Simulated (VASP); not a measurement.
A run of VASP 6.6.1 is set up as follows.

INCAR

```
PREC = Accurate ; ENCUT = 520
EDIFF = 1E-6 ; ISMEAR = 0
SIGMA = 0.1 ; LREAL = F
LASPH = T ; NELM = 100
ALGO = Normal ; ISIF = 2
LWAVE = F ; LCHARG = T
GGA = PE ; LELF = T
LVHAR = T ; NBANDS = 53
```

Contents of KPOINTS:

```
regular mesh
0
Gamma
  6 6 6
```

The input POSCAR:

```
SiMo6
1.0
    6.0158937015      0.0000000000      0.0000000000
    0.0000000000      6.0158937015      0.0000000000
    0.0000000000      0.0000000000      6.0158937015
Si Mo
1 6
Direct
    0.0000000000      0.0000000000      0.0000000000
    0.2002067432      0.5000000000      0.5000000000
    0.5000000000      0.2002067432      0.5000000000
    0.7997932568      0.5000000000      0.5000000000
    0.5000000000      0.7997932568      0.5000000000
    0.5000000000      0.5000000000      0.2002067432
    0.5000000000      0.5000000000      0.7997932568
```

Potentials or basis: VASP PAW PBE potentials, release 64 (Si, Mo_sv).

Launch:

```bash
$ cat potpaw_PBE.64/Si/POTCAR potpaw_PBE.64/Mo_sv/POTCAR > POTCAR
$ mpirun -np 1 vasp_std > vasp.out
```

Question: Predict the pressure.

Answer: 0.2 GPa.

Question: Predict the largest force.

Answer: 0.010 eV/Å.

Question: What does it give for the band gap on the k mesh?

Answer: Zero (bands 44 and 45 overlap by 0.59 eV).

Forces on the atoms (eV/Å):
```
Si   0.000  0.000  0.000
Mo   0.010  0.000  0.000
Mo   0.000  0.010  0.000
Mo  -0.010  0.000  0.000
Mo   0.000 -0.010  0.000
Mo   0.000  0.000  0.010
Mo   0.000  0.000 -0.010
```
